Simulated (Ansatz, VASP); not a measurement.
# One calculation of Mo, two programs

```xyz
1
Lattice="2.7730 0.0000 0.0000 -1.3865 2.4015 0.0000 0.0000 0.0000 2.4866" Properties=species:S:1:pos:R:3 pbc="T T T"
Mo    0.0000    0.0000    1.2433
```

Alike in both runs: task single point; functional r2SCAN; k mesh 24 × 24 × 20; occupations gaussian, width 0.15 eV; no spin polarisation.

```csv
,VASP,Ansatz
version,VASP 6.6.1,Ansatz 0.2.0
potentials or method,"VASP PAW PBE potentials, release 64 (Mo_sv), cutoff 520 eV","scalar-relativistic, plane waves, PAW"
valence electrons in the cell,14,14
```

```csv
,VASP,Ansatz,Ansatz less VASP
gap on the k mesh at the Fermi level (eV),none,none,-
pressure (GPa),1.1,0.0,-1.10
"traceless stress, the component that is largest in VASP (GPa)",4.31,3.89,-0.422
```

VASP's potentials were made for PBE, not for r2SCAN. A gap of «none» marks a metal or a gap that the smearing closes. The functional is the same, so the differences come from potentials, cutoffs and numerics.
